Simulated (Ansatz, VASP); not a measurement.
**Hf in VASP and in Ansatz**

```xyz
2
Lattice="3.1987 0.0000 0.0000 -1.5994 2.7702 0.0000 0.0000 0.0000 5.0505" Properties=species:S:1:pos:R:3 pbc="T T T"
Hf    0.0000    1.8468    1.2626
Hf    1.5994    0.9234    3.7879
```

Alike in both runs: task single point; functional r2SCAN; k mesh 11 × 11 × 6; occupations gaussian, width 0.01 eV; no spin polarisation.

|  | VASP | Ansatz |
| --- | --- | --- |
| version | VASP 6.6.1 | Ansatz 0.2.0 |
| potentials or method | VASP PAW PBE potentials, release 64 (Hf_pv), cutoff 520 eV | plane waves (500 eV) with PAW, scalar-relativistic |
| valence electrons in the cell | 20 | 52 |

Ansatz gave:

```
pressure (GPa)                                                : 0.0
traceless stress, the component that is largest in VASP (GPa) : 0.05
```

What did VASP give for the same quantities?

Pressure (GPa): -0.6; traceless stress, the component that is largest in VASP (GPa): -0.11.

VASP's potentials were made for PBE, not for r2SCAN. VASP's potentials hold 20 valence electrons a cell and Ansatz's 52, so a difference there can come from the potentials and not from the codes.

Neither program's run includes spin-orbit coupling.
